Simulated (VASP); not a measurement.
Mo: single point with LDA

Crystal: Mo.

```xyz
1
Lattice="-1.1809 1.6386 1.6386 1.6386 -1.1809 1.6386 1.6386 1.6386 -1.1809" Properties=species:S:1:pos:R:3 pbc="T T T"
Mo    0.0000    0.0000    0.0000
```

* Program: VASP 6.6.1
* Task: single point
* Functional: LDA
* Potentials or basis: VASP PAW LDA potentials, release 64 (Mo_sv)
* Cutoff: 520 eV
* k mesh: 22 × 22 × 22
* Occupations: gaussian, width 0.15 eV
* Spin: no spin polarisation
* Dipole correction: no
* Further INCAR settings: ALGO = Fast; EDIFF = 1e-06; NBANDS = 13

```yaml
Pressure: -8.7 GPa
Band_gap_on_the_k_mesh: zero (bands 7 and 8 overlap by 2.43 eV)
```

Stress tensor (GPa, compression positive):
```
 -8.65 -11.51 -11.51
-11.51  -8.65 -11.51
-11.51 -11.51  -8.65
```

Levels at points of the mesh, in eV from the Fermi level:
```tsv
k point	band 4	band 5	band 6	band 7	band 8	band 9	band 10	band 11
(0.00, 0.00, 0.00)	-34.29	-6.92	-3.86	-3.86	2.30	3.14	3.14	13.99
(0.50, 0.00, 0.00)	-34.20	-4.42	-3.65	0.19	1.46	1.59	3.31	9.67
(0.50, 0.50, 0.00)	-34.22	-5.56	-3.08	1.02	1.71	3.79	5.79	8.39
(0.50, 0.50, 0.50)	-35.20	-4.89	-4.89	-1.48	5.79	5.79	7.41	10.80
```

Wall time 63 s on 1 thread of Intel(R) Xeon(R) 6975P-C (Granite Rapids) (shared host), peak memory 0.29 GiB.

Caveat: the cell stands under tension.
